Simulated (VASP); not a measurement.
Here is a VASP 6.6.1 calculation.

File INCAR:

```
  AGGAC = 1.0
  AGGAX = 1.0
  ALDAC = 0.0
  ALDAX = 1.0
  ALGO = Normal
  EDIFF = 1E-7
  ENCUT = 520
  GGA = B5
  ISIF = 2
  ISMEAR = -1
  LASPH = True
  LCHARG = False
  LREAL = False
  LWAVE = False
  NBANDS = 10
  NELM = 100
  PREC = Accurate
  SIGMA = 0.1
```

KPOINTS

```
k-points
0
Gamma
  17 17 17
```

The input POSCAR:

```
Fe
1.0
    0.0000000000      1.7005511583      1.7005511583
    1.7005511583      0.0000000000      1.7005511583
    1.7005511583      1.7005511583      0.0000000000
Fe
1
Direct
    0.0000000000      0.0000000000      0.0000000000
```

Potentials or basis: VASP PAW PBE potentials, release 64 (Fe).

Run with:

```sh
$ cat potpaw_PBE.64/Fe/POTCAR > POTCAR
$ mpirun -np 1 vasp_std > vasp.out
```

Problem. Predict the pressure.

Solution. 25.6 GPa.

Problem. Estimate the band gap on the k mesh.

Solution. Zero (band 4 reaches 9.07 eV, above the bottom of band 5 at 6.95 eV).

Caveat: the PAW data sets were made with another functional, which shifts forces and pressure a little; the run has no spin polarisation, though such a crystal can be magnetic. Spin polarisation is off, so any magnetic state and its effect on volume and gap are missing.
